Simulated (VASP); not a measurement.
## Cs2Ba: single point with PBE

The system is Cs2Ba.

```xyz
3
Lattice="0.0000 5.6953 5.6953 5.6953 0.0000 5.6953 5.6953 5.6953 0.0000" Properties=species:S:1:pos:R:3 pbc="T T T"
Cs    8.5430    8.5430    8.5430
Cs    2.8477    2.8477    2.8477
Ba    0.0000    0.0000    0.0000
```

The cell was generated, and may not be a known phase.

```json
{"Program": "VASP 6.6.1", "Task": "single point", "Functional": "PBE", "Potentials or basis": "VASP PAW PBE potentials, release 64 (Cs_sv, Ba_sv)", "Cutoff": "520 eV", "k mesh": "4 × 4 × 4", "Occupations": "gaussian, width 0.1 eV", "Spin": "no spin polarisation"}
```

```
Pressure               : 0.0 GPa
Band gap on the k mesh : zero (bands 14 and 15 overlap by 0.63 eV)
```

Levels at points of the mesh, in eV from the Fermi level:
| k point | band 10 | band 11 | band 12 | band 13 | band 14 | band 15 | band 16 | band 17 |
| --- | --- | --- | --- | --- | --- | --- | --- | --- |
| (0.00, 0.00, 0.00) | -10.46 | -10.46 | -10.46 | -1.89 | 0.38 | 0.38 | 0.53 | 0.53 |
| (0.50, 0.00, 0.00) | -10.48 | -10.48 | -10.48 | -1.18 | -0.39 | 0.33 | 0.40 | 0.40 |
| (0.50, 0.50, 0.00) | -10.46 | -10.46 | -10.45 | -0.80 | -0.44 | -0.10 | 0.05 | 0.67 |

Wall time 120 s on 1 thread of Oxide Virtual Turin-like Processor, with other jobs on the host, peak memory 0.45 GiB.

Caveat: spin-orbit coupling is left out, which moves the levels of the heavy elements.
